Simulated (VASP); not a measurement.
# Ga3Se (Pm-3m) in VASP: a series of runs

Ga3Se is run at these levels: LDA, r2SCAN; tasks: single point.

All numbers are computed with VASP 6.6.1; they aren't measurements. Logs are shortened: lines on timing, memory, paths and dates and some standing lists are left out, and cuts for length are marked.

## (1) The cell of the first run

The structure is cubic, space group Pm-3m (No. 221). Conventional cell: a = 4.432 Å, b = 4.432 Å, c = 4.432 Å, α = 90.00°, β = 90.00°, γ = 90.00°. Within 4.1 Å of Ga (site symmetry 4/mmm) lie 8 Ga at 3.13 Å and 4 Se at 3.13 Å. Se (site symmetry m-3m) has 12 Ga at 3.13 Å within 4.1 Å.

## (2) Single point, LDA

INCAR

```
PREC = Accurate
ENCUT = 520
EDIFF = 1E-6
ISMEAR = 0
SIGMA = 0.1
LREAL = F
LASPH = T
NELM = 60
ALGO = Normal
ISIF = 2
LWAVE = F
LCHARG = F
NBANDS = 30
```

KPOINTS

```
regular mesh
0
Gamma
  10 10 10
```

POSCAR

```
Ga3Se
1.0
    4.4324650000      0.0000000000      0.0000000000
    0.0000000000      4.4324650000      0.0000000000
    0.0000000000      0.0000000000      4.4324650000
Ga Se
3 1
Direct
    0.0000000000      0.5000000000      0.5000000000
    0.5000000000      0.0000000000      0.5000000000
    0.5000000000      0.5000000000      0.0000000000
    0.0000000000      0.0000000000      0.0000000000
```

Potentials or basis: VASP PAW LDA potentials, release 64 (Ga_d, Se).

Run with:

```
cat potpaw_LDA.64/Ga_d/POTCAR potpaw_LDA.64/Se/POTCAR > POTCAR
mpirun -np 1 vasp_std > vasp.out
```

OUTCAR:

```text
PREC = Accurate
   ENCUT = 520
   EDIFF = 1E-6
   ISMEAR = 0
   LREAL = F
   LASPH = T
   NELM = 60
   ISIF = 2

 ion  position               nearest neighbor table
   1  0.000  0.500  0.500-
   2  0.500  0.000  0.500-
   3  0.500  0.500  0.000-
   4  0.000  0.000  0.000-

  LATTYP: Found a simple cubic cell.
 ALAT       =     4.4324650000

  Lattice vectors:

 A1 = (   4.4324650000,   0.0000000000,   0.0000000000)
 A2 = (   0.0000000000,   4.4324650000,   0.0000000000)
 A3 = (   0.0000000000,   0.0000000000,   4.4324650000)

Analysis of symmetry for initial positions (statically):
=====================================================================
 Subroutine PRICEL returns:
 Original cell was already a primitive cell.

 Routine SETGRP: Setting up the symmetry group for a
 simple cubic supercell.

 Subroutine GETGRP returns: Found 48 space group operations
 (whereof 48 operations were pure point group operations)
 out of a pool of 48 trial point group operations.

The static configuration has the point symmetry O_h .

Analysis of symmetry for dynamics (positions and initial velocities):
=====================================================================
 Subroutine PRICEL returns:
 Original cell was already a primitive cell.

 Routine SETGRP: Setting up the symmetry group for a
 simple cubic supercell.

 Subroutine GETGRP returns: Found 48 space group operations
 (whereof 48 operations were pure point group operations)
 out of a pool of 48 trial point group operations.

The dynamic configuration has the point symmetry O_h .

 Subroutine INISYM returns: Found 48 space group operations
 (whereof 48 operations are pure point group operations),
 and found     1 'primitive' translations

----------------------------------------------------------------------------------------

                                     Primitive cell

  volume of cell :      87.0835

  direct lattice vectors                    reciprocal lattice vectors
     4.432465000  0.000000000  0.000000000     0.225608098  0.000000000  0.000000000
     0.000000000  4.432465000  0.000000000     0.000000000  0.225608098  0.000000000
     0.000000000  0.000000000  4.432465000     0.000000000  0.000000000  0.225608098

  length of vectors
     4.432465000  4.432465000  4.432465000     0.225608098  0.225608098  0.225608098

  position of ions in fractional coordinates (direct lattice)
     0.000000000  0.500000000  0.500000000
     0.500000000  0.000000000  0.500000000
     0.500000000  0.500000000  0.000000000
     0.000000000  0.000000000  0.000000000

  ion indices of the primitive-cell ions
   primitive index   ion index
                 1           1
                 2           2
                 3           3
                 4           4

----------------------------------------------------------------------------------------

 KPOINTS: regular mesh

Automatic generation of k-mesh.
 Grid dimensions read from file:
 generate k-points for:   10   10   10

 Generating k-lattice:

  Cartesian coordinates                     Fractional coordinates (reciprocal lattice)
     0.022560810  0.000000000  0.000000000     0.100000000  0.000000000  0.000000000
     0.000000000  0.022560810  0.000000000     0.000000000  0.100000000  0.000000000
     0.000000000  0.000000000  0.022560810     0.000000000  0.000000000  0.100000000

  Length of vectors
     0.022560810  0.022560810  0.022560810

  Shift w.r.t. Gamma in fractional coordinates (k-lattice)
     0.000000000  0.000000000  0.000000000

 Subroutine IBZKPT returns following result:
 ===========================================

 Found     56 irreducible k-points:

 Following reciprocal coordinates:
            Coordinates               Weight
  0.000000  0.000000  0.000000      1.000000
  0.100000  0.000000  0.000000      6.000000
  0.200000  0.000000  0.000000      6.000000
  0.300000  0.000000  0.000000      6.000000
  0.400000  0.000000  0.000000      6.000000
  0.500000  0.000000  0.000000      3.000000
[... 16 lines left out ...]
  0.200000  0.100000  0.100000     24.000000
  0.300000  0.100000  0.100000     24.000000
 [... further k-points ...]
   k-points           NKPTS =     56   k-points in BZ     NKDIM =     56   number of bands    NBANDS=     30
   number of dos      NEDOS =    301   number of ions     NIONS =      4
   total plane-waves  NPLWV =  46656
   dimension x,y,z NGX =    36 NGY =   36 NGZ =   36
   dimension x,y,z NGXF=    72 NGYF=   72 NGZF=   72
   ions per type =               3   1
   NGX,Y,Z   is equivalent  to a cutoff of  13.50, 13.50, 13.50 a.u.
   NGXF,Y,Z  is equivalent  to a cutoff of  27.00, 27.00, 27.00 a.u.
 SYSTEM =  unknown system
   PREC   = accura    normal or accurate (medium, high low for compatibility)
   ISTART =      0    job   : 0-new  1-cont  2-samecut
   ICHARG =      2    charge: 1-file 2-atom 10-const
   ISPIN  =      1    spin polarized calculation?
   LNONCOLLINEAR =      F non collinear calculations
   LSORBIT =      F    spin-orbit coupling
   LASPH  =      T    aspherical Exc in radial PAW
   ENCUT  =  520.0 eV  38.22 Ry    6.18 a.u.   8.24  8.24  8.24*2*pi/ulx,y,z
   NELM   =     60;   NELMIN=  2; NELMDL= -5     # of ELM steps
   EDIFF  = 0.1E-05   stopping-criterion for ELM
   LREAL  =      F    real-space projection
   EDIFFG = 0.1E-04   stopping-criterion for IOM
   NSW    =      0    number of steps for IOM
   IBRION =     -1    ionic relax: 0-MD 1-quasi-New 2-CG
   NFREE  =      0    steps in history (QN), initial steepest desc. (CG)
   ISIF   =      2    stress and relaxation
   ISYM   =      2    0-nonsym 1-usesym 2-fastsym
   POTIM  = 0.5000    time-step for ionic-motion
   TEBEG  =    0.0;   TEEND  =   0.0 temperature during run
   PSTRESS=    0.0 pullay stress
   NELECT =      45.0000    total number of electrons
   NUPDOWN=      -1.0000    fix difference up-down
   EMIN   =  10.00;   EMAX   =-10.00  energy-range for DOS
   EFERMI =   0.00;   METHOD = LEGACY
   ISMEAR =     0;   SIGMA  =   0.10  broadening in eV -4-tet -1-fermi 0-gaus
   EFERMI_NEDOS =   21; number of points for ismear=-14 and -15
   IALGO  =     38    algorithm
   IMIX   =      4    mixing-type and parameters
     AMIX     =   0.40;   BMIX     =  1.00
     AMIX_MAG =   1.60;   BMIX_MAG =  1.00
  volume/ion in A,a.u.               =      21.77       146.92
  Fermi-wavevector in a.u.,A,eV,Ry     =   1.313713  2.482557 23.481488  1.725841
  Thomas-Fermi vector in A             =   2.444016
   LORBIT       =      0    0 simple, 1 ext, 2 COOP (PROOUT), +10 PAW based schemes
   GGA     = CA    functional components
   LHFCALC =     F    Hartree Fock is set to
   AEXX    =    0.0000 exact exchange contribution
   IVDW    =     0    specifies the selected vdW correction
   LEPSILON=     F    determine dielectric tensor
   LRPA    =     F    only Hartree local field effects (RPA)
 non-spin polarized calculation
 Gauss-broadening in eV      SIGMA  =   0.10
  energy-cutoff  :      520.00
  volume of cell :       87.08
 maximum number of plane-waves:      2367
 NGX is ok and might be reduce to    36
   NGX = 17   NGY = 17   NGZ = 17

 number of electron      44.9999942 magnetization

 Free energy of the ion-electron system (eV)
  ---------------------------------------------------
  ext. energy  EPLUGINS =         0.00000000
  ---------------------------------------------------
  free energy    TOTEN  =       -14.81729012 eV

  energy without entropy =      -14.80565272  energy(sigma->0) =      -14.81147142

 E-fermi :   4.4088     XC(G=0): -10.5537

 val. band max:        4.4055074018   @ k =   0.4000   0.0000   0.0000
 cond. band min:       4.4240517875   @ k =   0.5000   0.4000   0.0000
 fundamental gap:      0.0185443857
 Fermi energy:         4.4087559598

 k-point     1 :       0.0000    0.0000    0.0000
  band No.  band energies     occupation
      1     -10.6826      2.00000
      2     -10.6645      2.00000
      3     -10.6645      2.00000
      4     -10.6645      2.00000
      5     -10.6113      2.00000
      6     -10.6113      2.00000
[... 22 lines left out ...]
     29      10.5053      0.00000
     30      11.5321      0.00000

 k-point     2 :       0.1000    0.0000    0.0000
  band No.  band energies     occupation
      1     -10.6766      2.00000
      2     -10.6633      2.00000
      3     -10.6595      2.00000
      4     -10.6595      2.00000
      5     -10.6106      2.00000
      6     -10.6078      2.00000
[... 22 lines left out ...]
     29      10.8331      0.00000
     30      11.7003      0.00000

 k-point     3 :       0.2000    0.0000    0.0000
  band No.  band energies     occupation
      1     -10.6603      2.00000
      2     -10.6597      2.00000
      3     -10.6452      2.00000
      4     -10.6452      2.00000
      5     -10.6085      2.00000
      6     -10.5977      2.00000
[... 22 lines left out ...]
     29      11.4655      0.00000
     30      11.9176      0.00000

 k-point     4 :       0.3000    0.0000    0.0000
  band No.  band energies     occupation
      1     -10.6562      2.00000
      2     -10.6359      2.00000
      3     -10.6229      2.00000
      4     -10.6229      2.00000
      5     -10.6051      2.00000
      6     -10.5831      2.00000
[... 22 lines left out ...]
     29      11.0592      0.00000
     30      11.5168      0.00000

 k-point     5 :       0.4000    0.0000    0.0000
  band No.  band energies     occupation
      1     -10.6528      2.00000
      2     -10.6152      2.00000
      3     -10.5964      2.00000
      4     -10.5964      2.00000
      5     -10.5963      2.00000
      6     -10.5676      2.00000
[... 22 lines left out ...]
     29       9.9362      0.00000
     30      10.8669      0.00000
[... 526 lines left out ...]
     29       9.6625      0.00000
     30      12.0144      0.00000

 k-point    22 :       0.1000    0.1000    0.1000
  band No.  band energies     occupation
      1     -10.6675      2.00000
      2     -10.6553      2.00000
      3     -10.6524      2.00000
      4     -10.6524      2.00000
      5     -10.6045      2.00000
      6     -10.6045      2.00000
[... 22 lines left out ...]
     29      11.1148      0.00000
     30      11.4233      0.00000

 k-point    23 :       0.2000    0.1000    0.1000
  band No.  band energies     occupation
      1     -10.6581      2.00000
      2     -10.6482      2.00000
      3     -10.6405      2.00000
      4     -10.6376      2.00000
      5     -10.6021      2.00000
      6     -10.5936      2.00000
[... 22 lines left out ...]
     29      10.4292      0.00000
     30      11.6732      0.00000

 k-point    24 :       0.3000    0.1000    0.1000
  band No.  band energies     occupation
      1     -10.6498      2.00000
      2     -10.6344      2.00000
      3     -10.6216      2.00000
      4     -10.6138      2.00000
      5     -10.5989      2.00000
      6     -10.5780      2.00000
[... 22 lines left out ...]
     29       9.5205      0.00000
     30      11.6372      0.00000

 [... further k-points ...]

------------------------ aborting loop because EDIFF is reached ----------------------------------------

  FORCE on cell =-STRESS in cart. coord.  units (eV):
  Direction    XX          YY          ZZ          XY          YZ          ZX
  --------------------------------------------------------------------------------------
  -------------------------------------------------------------------------------------
  Total       -2.6640598     -2.6640598     -2.6640598     -0.0000000     -0.0000000      0.0000000
  in kB      -49.0138263    -49.0138263    -49.0138263     -0.0000000     -0.0000000      0.0000000
  external PRESSURE =     -49.0138263 kB  Pullay stress =       0.0000000 kB

 VOLUME and BASIS-vectors are now :
 -----------------------------------------------------------------------------
  energy-cutoff  :      520.00
  volume of cell :       87.08
      direct lattice vectors                 reciprocal lattice vectors
     4.432465000  0.000000000  0.000000000     0.225608098  0.000000000  0.000000000
     0.000000000  4.432465000  0.000000000     0.000000000  0.225608098  0.000000000
     0.000000000  0.000000000  4.432465000     0.000000000  0.000000000  0.225608098

 POSITION                                       TOTAL-FORCE (eV/Angst)
 -----------------------------------------------------------------------------------
      0.00000      2.21623      2.21623         0.000000      0.000000      0.000000
      2.21623      0.00000      2.21623         0.000000      0.000000      0.000000
      2.21623      2.21623      0.00000         0.000000      0.000000      0.000000
      0.00000      0.00000      0.00000         0.000000      0.000000      0.000000
 -----------------------------------------------------------------------------------
    total drift:                                0.000000      0.000000      0.000000

  FREE ENERGIE OF THE ION-ELECTRON SYSTEM (eV)
  ---------------------------------------------------
  free  energy   TOTEN  =       -14.8172901235 eV

  energy  without entropy=      -14.8056527159  energy(sigma->0) =      -14.81147142
```

Run time: 94 s. Hardware: 1 thread of Intel Xeon Platinum 8259CL at 2.50GHz (Skylake/Cascade Lake), shared host; peak memory 0.25 GiB.

Results:

```yaml
Free_energy: -14.8173 eV
Pressure: -4.9 GPa
Band_gap_on_the_k_mesh: zero (an odd number of electrons rules out a gap without spin polarisation)
```

Levels at points of the mesh, in eV from the Fermi level:
| k point | band 18 | band 19 | band 20 | band 21 | band 22 | band 23 | band 24 | band 25 | band 26 | band 27 |
| --- | --- | --- | --- | --- | --- | --- | --- | --- | --- | --- |
| (0.00, 0.00, 0.00) | -3.67 | -3.67 | -3.67 | -2.90 | -2.90 | 1.62 | 1.62 | 1.62 | 4.36 | 4.36 |
| (0.50, 0.00, 0.00) | -5.30 | -2.73 | -2.73 | -2.25 | -0.99 | -0.23 | -0.23 | 1.20 | 3.96 | 4.16 |
| (0.50, 0.50, 0.00) | -6.80 | -6.39 | -2.10 | -0.78 | -0.72 | -0.72 | 1.35 | 1.67 | 1.67 | 1.89 |
| (0.50, 0.50, 0.50) | -5.10 | -5.10 | -4.81 | -4.81 | -4.81 | -3.42 | 3.95 | 3.95 | 3.95 | 8.43 |

Caveat: the cell stands under tension.

## (3) Single point, r2SCAN

POSCAR is that of step 2.

INCAR.step1

```
SYSTEM = Ga3Se
ALGO     = Normal         ! electronic algorithm
EDIFF    = 1E-4           ! SCF threshold, eV
ENCUT    = 520            ! plane-wave cutoff, eV
GGA      = PE             ! functional
ISMEAR   = 0              ! smearing method
LASPH    = .TRUE.         ! aspherical terms in the spheres
LCHARG   = .FALSE.        ! write CHGCAR
LREAL    = .FALSE.        ! projectors in reciprocal space
LWAVE    = .TRUE.         ! write WAVECAR
NBANDS   = 30             ! bands
NELM     = 60             ! most SCF steps
PREC     = Accurate       ! precision mode
SIGMA    = 0.1            ! smearing width, eV
```

INCAR.step2

```
SYSTEM = Ga3Se
ALGO     = Normal         ! electronic algorithm
EDIFF    = 1E-6           ! SCF threshold, eV
ENCUT    = 520            ! plane-wave cutoff, eV
ISIF     = 2              ! what is computed and relaxed
ISMEAR   = 0              ! smearing method
ISTART   = 1            
LASPH    = .TRUE.         ! aspherical terms in the spheres
LCHARG   = .FALSE.        ! write CHGCAR
LMIXTAU  = .TRUE.       
LREAL    = .FALSE.        ! projectors in reciprocal space
LWAVE    = .FALSE.        ! write WAVECAR
METAGGA  = R2SCAN         ! meta-GGA
NBANDS   = 30             ! bands
NELM     = 60             ! most SCF steps
PREC     = Accurate       ! precision mode
SIGMA    = 0.1            ! smearing width, eV
```

KPOINTS

```
k-points
0
G
  10 10 10
  0 0 0
```

Potentials or basis: VASP PAW PBE potentials, release 64 (Ga_d, Se).

Run with:

```
cat potpaw_PBE.64/Ga_d/POTCAR potpaw_PBE.64/Se/POTCAR > POTCAR
cp INCAR.step1 INCAR
mpirun -np 1 vasp_std > vasp.out
cp INCAR.step2 INCAR
mpirun -np 1 vasp_std > vasp.out
```

It took 5.8 min on 1 thread of Intel Xeon Platinum 8259CL at 2.50GHz (Skylake/Cascade Lake), shared host; peak memory 0.29 GiB.

The run converged. Its results:

- Free energy: -48.2137 eV
- Pressure: -1.7 GPa
- Band gap on the k mesh: zero (an odd number of electrons rules out a gap without spin polarisation)

Levels at points of the mesh, in eV from the Fermi level:
| k point | band 18 | band 19 | band 20 | band 21 | band 22 | band 23 | band 24 | band 25 | band 26 | band 27 |
| --- | --- | --- | --- | --- | --- | --- | --- | --- | --- | --- |
| (0.00, 0.00, 0.00) | -3.98 | -3.98 | -3.98 | -2.86 | -2.86 | 1.61 | 1.61 | 1.61 | 4.64 | 4.64 |
| (0.50, 0.00, 0.00) | -5.42 | -3.02 | -3.02 | -2.18 | -1.17 | -0.29 | -0.29 | 1.40 | 4.24 | 4.38 |
| (0.50, 0.50, 0.00) | -7.11 | -6.70 | -2.38 | -0.77 | -0.77 | -0.65 | 1.46 | 1.77 | 1.77 | 1.89 |
| (0.50, 0.50, 0.50) | -5.26 | -5.26 | -5.10 | -5.10 | -5.10 | -3.73 | 4.16 | 4.16 | 4.16 | 8.91 |

Caveat: the PAW data sets were made with another functional, which shifts forces and pressure a little.
